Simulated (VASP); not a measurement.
# Al (P6_3/mmc) in VASP: a series of runs

Runs on Al. Level: PBEsol. Tasks: elastic constants, vibrations by perturbation theory.

All numbers are computed with VASP 6.6.1; they aren't measurements. Logs are shortened: lines on timing, memory, paths and dates and some standing lists are left out, and cuts for length are marked.

## (1) The cell of the first run

The structure is hexagonal, space group P6_3/mmc (No. 194). Conventional cell: a = 2.812 Å, b = 2.812 Å, c = 4.867 Å, α = 90.00°, β = 90.00°, γ = 120.00°. Al (site symmetry -6m2) has 12 Al at 2.81 to 2.93 Å within 3.7 Å.

## (2) Elastic constants, PBEsol

INCAR

```
SYSTEM = Al
  ALGO = Normal
  EDIFF = 1E-8
  ENCUT = 600
  GGA = PS
  IBRION = 6
  ISIF = 3
  ISMEAR = -1
  LASPH = .True.
  LCHARG = .False.
  LREAL = .False.
  LWAVE = .False.
  NELM = 60
  NFREE = 2
  NSW = 1
  POTIM = 0.015
  PREC = Accurate
  SIGMA = 0.05
```

KPOINTS

```
k-points
0
Gamma
  10 10 6
  0 0 0
```

POSCAR

```
Al
1.0
    2.8124553515      0.0000000000      0.0000000000
   -1.4062276757      2.4356577814      0.0000000000
    0.0000000000      0.0000000000      4.8668500000
Al
2
Direct
    0.3333333333      0.6666666667      0.2500000000
    0.6666666667      0.3333333333      0.7500000000
```

Potentials or basis: VASP PAW PBE potentials, release 64 (Al).

Started as:

```bash
$ cat potpaw_PBE.64/Al/POTCAR > POTCAR
$ mpirun -np 1 vasp_std > vasp.out
```

OUTCAR:

```text
SYSTEM = Al
   EDIFF = 1E-8
   ENCUT = 600
   GGA = PS
   IBRION = 6
   ISIF = 3
   ISMEAR = -1
   LASPH = .True.
   LREAL = .False.
   NELM = 60
   NFREE = 2
   NSW = 1
   POTIM = 0.015
   PREC = Accurate

 ion  position               nearest neighbor table
   1  0.333  0.667  0.250-   2 2.93   2 2.93   2 2.93   2 2.93   2 2.93   2 2.93
   2  0.667  0.333  0.750-   1 2.93   1 2.93   1 2.93   1 2.93   1 2.93   1 2.93

  LATTYP: Found a hexagonal cell.
 ALAT       =     2.8124553515
 C/A-ratio  =     1.7304630267

  Lattice vectors:

 A1 = (   2.8124553515,   0.0000000000,   0.0000000000)
 A2 = (  -1.4062276757,   2.4356577814,   0.0000000000)
 A3 = (   0.0000000000,   0.0000000000,   4.8668500000)

Analysis of symmetry for initial positions (statically):
=====================================================================
 Subroutine PRICEL returns:
 Original cell was already a primitive cell.

 Routine SETGRP: Setting up the symmetry group for a
 hexagonal supercell.

 Subroutine GETGRP returns: Found 24 space group operations
 (whereof 12 operations were pure point group operations)
 out of a pool of 24 trial point group operations.

The static configuration has the point symmetry D_3d.
 The point group associated with its full space group is D_6h.

Analysis of symmetry for dynamics (positions and initial velocities):
=====================================================================
 Subroutine PRICEL returns:
 Original cell was already a primitive cell.

 Routine SETGRP: Setting up the symmetry group for a
 hexagonal supercell.

 Subroutine GETGRP returns: Found 24 space group operations
 (whereof 12 operations were pure point group operations)
 out of a pool of 24 trial point group operations.

The dynamic configuration has the point symmetry D_3d.
 The point group associated with its full space group is D_6h.

 Subroutine INISYM returns: Found 24 space group operations
 (whereof 12 operations are pure point group operations),
 and found     1 'primitive' translations

----------------------------------------------------------------------------------------

                                     Primitive cell

  volume of cell :      33.3388

  direct lattice vectors                    reciprocal lattice vectors
     2.812455352  0.000000000  0.000000000     0.355561200  0.205283355  0.000000000
    -1.406227676  2.435657781  0.000000000     0.000000000  0.410566709  0.000000000
     0.000000000  0.000000000  4.866850000     0.000000000  0.000000000  0.205471712

  length of vectors
     2.812455352  2.812455351  4.866850000     0.410566709  0.410566709  0.205471712

  position of ions in fractional coordinates (direct lattice)
     0.333333333  0.666666667  0.250000000
     0.666666667  0.333333333  0.750000000

  ion indices of the primitive-cell ions
   primitive index   ion index
                 1           1
                 2           2

----------------------------------------------------------------------------------------

 KPOINTS: k-points

Automatic generation of k-mesh.
 Grid dimensions read from file:
 generate k-points for:   10   10    6
[... 114 lines left out ...]

------------------------ aborting loop because EDIFF is reached ----------------------------------------

  FORCE on cell =-STRESS in cart. coord.  units (eV):
  Direction    XX          YY          ZZ          XY          YZ          ZX
  --------------------------------------------------------------------------------------
  -------------------------------------------------------------------------------------
  Total        0.0556414      0.0556414     -0.8436978      0.0000000     -0.0000000      0.0000000
  in kB        2.6739839      2.6739839    -40.5459622      0.0000000     -0.0000000      0.0000000
  external PRESSURE =     -11.7326648 kB  Pullay stress =       0.0000000 kB
[... 89 lines left out ...]
  FREE ENERGIE OF THE ION-ELECTRON SYSTEM (eV)
  ---------------------------------------------------
  free  energy   TOTEN  =        -8.1051816122 eV

  energy  without entropy=       -8.0965251420  energy(sigma->0) =       -8.10085338

[... ionic steps 4 to 14 ...]

--------------------------------------- Ionic step       15  -------------------------------------------

 number of electron       6.0000000 magnetization

------------------------ aborting loop because EDIFF is reached ----------------------------------------
[... 67 lines left out ...]
--------------------------------------- Ionic step       17  -------------------------------------------

 number of electron       6.0000000 magnetization

 Free energy of the ion-electron system (eV)
  ---------------------------------------------------
  ext. energy  EPLUGINS =         0.00000000
  ---------------------------------------------------
  free energy    TOTEN  =        -8.10670555 eV

  energy without entropy =       -8.09565839  energy(sigma->0) =       -8.10118197

 E-fermi :   7.7843     XC(G=0): -10.2190

 val. band max:        7.7367727743   @ k =   0.3000   0.3000   0.5000
 cond. band min:       7.7942892865   @ k =  -0.1000   0.4000   0.3333
 fundamental gap:      0.0575165122
 Fermi energy:         7.7843198725

 k-point     1 :       0.0000    0.0000    0.0000
  band No.  band energies     occupation
      1      -3.2213      2.00000
      2       2.7811      2.00000
      3       3.0116      2.00000
      4      18.9778      0.00000
      5      19.2579      0.00000
      6      19.2579      0.00000
      7      19.4767      0.00000
[... 221 lines left out ...]
 k-point    24 :       0.4000    0.1000    0.1667
  band No.  band energies     occupation
      1       2.0813      2.00000
      2       4.4010      2.00000
      3       6.1563      2.00000
      4       8.3514      0.00002
      5       9.9722      0.00000
      6      11.5556      0.00000
      7      12.6071      0.00000

 [... further k-points ...]
[... 5 lines left out ...]
  --------------------------------------------------------------------------------------
  -------------------------------------------------------------------------------------
  Total        0.0532229      0.0532229     -0.8344896      0.0000000      0.0000000     -0.0000000
  in kB        2.5577550      2.5577550    -40.1034409      0.0000000      0.0000000     -0.0000000
  external PRESSURE =     -11.6626436 kB  Pullay stress =       0.0000000 kB
[... 17 lines left out ...]
  FREE ENERGIE OF THE ION-ELECTRON SYSTEM (eV)
  ---------------------------------------------------
  free  energy   TOTEN  =        -8.1067055543 eV

  energy  without entropy=       -8.0956583863  energy(sigma->0) =       -8.10118197

 INTERNAL STRAIN TENSORS FROM STRAINED CELLS
 ============================================

 INTERNAL STRAIN TENSOR FOR ION    1 for displacements in x,y,z  (eV/Angst):
          X           Y           Z          XY          YZ          ZX
  --------------------------------------------------------------------------------
  x     0.00000    -0.00000     0.00000     0.12997     0.00000    -0.00000
  y     0.11146    -0.11318     0.00000     0.00001     0.00000    -0.00000
  z    -0.00000    -0.00000     0.00000     0.00000    -0.02426    -0.00000

 INTERNAL STRAIN TENSORS FROM DISPLACED ATOMS
 ============================================

 INTERNAL STRAIN TENSOR FOR ION    1 for displacements in x,y,z  (eV/Angst):
          X           Y           Z          XY          YZ          ZX
  --------------------------------------------------------------------------------
  x     0.00000    -0.00000    -0.00000     0.14315     0.00000     0.00000
  y     0.14315    -0.14315     0.00000    -0.00000     0.00000     0.00000
  z     0.00000    -0.00000    -0.00000     0.00000    -0.00000     0.00000

 INTERNAL STRAIN TENSOR FOR ION    2 for displacements in x,y,z  (eV/Angst):
          X           Y           Z          XY          YZ          ZX
  --------------------------------------------------------------------------------
  x    -0.00000     0.00000     0.00000    -0.14315     0.00000     0.00000
  y    -0.14315     0.14315     0.00000     0.00000     0.00000     0.00000
  z    -0.00000     0.00000     0.00000    -0.00000     0.00000     0.00000

 Eigenvectors and eigenvalues of the dynamical matrix
 ----------------------------------------------------

   1 f  =    7.805749 THz    49.044966 2PiTHz  260.371754 cm-1    32.281969 meV
             X         Y         Z           dx          dy          dz
     -0.000000  1.623772  1.216713    -0.000000    0.000000    0.707107
      1.406228  0.811886  3.650138     0.000000   -0.000000   -0.707107
[... 11 lines left out ...]
   4 f  =    0.000000 THz     0.000000 2PiTHz    0.000002 cm-1     0.000000 meV
             X         Y         Z           dx          dy          dz
     -0.000000  1.623772  1.216713    -0.000878    0.541262   -0.455011
      1.406228  0.811886  3.650138    -0.000878    0.541262   -0.455011

   5 f/i=    0.000000 THz     0.000000 2PiTHz    0.000001 cm-1     0.000000 meV
             X         Y         Z           dx          dy          dz
     -0.000000  1.623772  1.216713    -0.006938    0.454983    0.541242
      1.406228  0.811886  3.650138    -0.006938    0.454983    0.541242

   6 f/i=    0.000000 THz     0.000000 2PiTHz    0.000001 cm-1     0.000000 meV
             X         Y         Z           dx          dy          dz
     -0.000000  1.623772  1.216713    -0.707072   -0.005137   -0.004746
      1.406228  0.811886  3.650138    -0.707072   -0.005137   -0.004746

--------------------------------------------------------------------------------------------------------

 ELASTIC MODULI CONTR FROM IONIC RELAXATION (kBar)
 Direction    XX          YY          ZZ          XY          YZ          ZX
 --------------------------------------------------------------------------------
 XX          -1.2868      1.2868      0.0000     -0.0000     -0.0000      0.0000
 YY           1.2868     -1.2868     -0.0000     -0.0000      0.0000      0.0000
 ZZ           0.0000     -0.0000     -0.0000      0.0000     -0.0000      0.0000
 XY          -0.0000     -0.0000      0.0000     -1.2868      0.0000      0.0000
 YZ          -0.0000      0.0000     -0.0000      0.0000     -0.0000      0.0000
 ZX           0.0000      0.0000      0.0000      0.0000      0.0000      0.0000
 --------------------------------------------------------------------------------

 TOTAL ELASTIC MODULI (kBar)
 Direction    XX          YY          ZZ          XY          YZ          ZX
 --------------------------------------------------------------------------------
 XX         754.9976    608.5861    936.5596      0.0000     -0.0000      0.0000
 YY         608.5861    754.9976    936.5596      0.0000      0.0000      0.0000
 ZZ         936.5596    936.5596    -29.8929      0.0000     -0.0000      0.0000
 XY           0.0000      0.0000      0.0000     73.2057      0.0000      0.0000
 YZ          -0.0000      0.0000     -0.0000      0.0000   -634.6142     -0.0000
 ZX           0.0000      0.0000      0.0000      0.0000     -0.0000   -634.6142
 --------------------------------------------------------------------------------
```

It took 6.2 min on 1 thread of Intel Xeon Platinum 8259CL at 2.50GHz (Skylake/Cascade Lake), shared host; peak memory 0.24 GiB.

What came out:

```yaml
Voigt_bulk_modulus: 72 GPa
Highest_phonon_frequency_at_Γ: 260 cm⁻¹
```

Phonon frequencies in cm⁻¹ (negative: imaginary):
```csv
q point,frequencies
"(0.000, 0.000, 0.000)",0 0 0 124 124 260
```

Elastic tensor in Voigt notation (GPa, in the Cartesian axes of the cell as first typed):
```
 75  61  94   0   0   0
 61  75  94   0   0   0
 94  94  -3   0   0   0
  0   0   0 -63   0   0
  0   0   0   0 -63   0
  0   0   0   0   0   7
```

Clamped-ion elastic tensor (GPa):
```
 76  61  94   0   0   0
 61  76  94   0   0   0
 94  94  -3   0   0   0
  0   0   0 -63   0   0
  0   0   0   0 -63   0
  0   0   0   0   0   7
```

Caveat: the cell is under stress, which shifts elastic constants; the elastic tensor has a negative eigenvalue, so either the cell is unstable as it stands or the mesh is too thin; the PAW data sets were made with another functional, which shifts forces and pressure a little.

(Part 1 of 2 ends here.)
